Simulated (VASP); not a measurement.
Write the native input for VASP 6.6.1 that does the following.

```yaml
Task: single point
Functional: PBEsol
Potentials_or_basis: VASP PAW PBE potentials, release 64 (Au)
Cutoff: 520 eV
k_mesh: 22 × 22 × 22
Occupations: gaussian, width 0.15 eV
Spin: no spin polarisation
Dipole_correction: no
Further_INCAR_settings: ALGO = Fast; EDIFF = 1e-06; NBANDS = 12
```

The structure of Au lies in POSCAR:

```
Au
1.0
    0.4986001184      2.3227468929      2.3227468929
    2.3227468929      0.4986001184      2.3227468929
    2.3227468929      2.3227468929      0.4986001184
Au
1
Direct
    0.0000000000      0.0000000000      0.0000000000
```

This cell differs from its parent crystal: ratio of the length along [111] to the lengths across it x 1.41, volume and fractional coordinates fixed.

The input as run:

INCAR

```
SYSTEM = Au
PREC = Accurate
ENCUT = 520
EDIFF = 1E-6
ISMEAR = 0
SIGMA = 0.15
LREAL = .False.
LASPH = .True.
NELM = 100
ALGO = Fast
ISIF = 2
LWAVE = .False.
LCHARG = .False.
GGA = PS
NBANDS = 12
```

KPOINTS

```
regular mesh
0
Gamma
  22 22 22
  0 0 0
```

Potentials or basis: VASP PAW PBE potentials, release 64 (Au).

Run with:

```console
$ cat potpaw_PBE.64/Au/POTCAR > POTCAR
$ mpirun -np 1 vasp_std > vasp.out
```

Results of the run:

- Pressure: 27.3 GPa

Caveat: the PAW data sets were made with another functional, which shifts forces and pressure a little.

Wall time 9.1 min on 1 thread of AMD EPYC 7571, with other jobs on the host, peak memory 0.3 GiB.
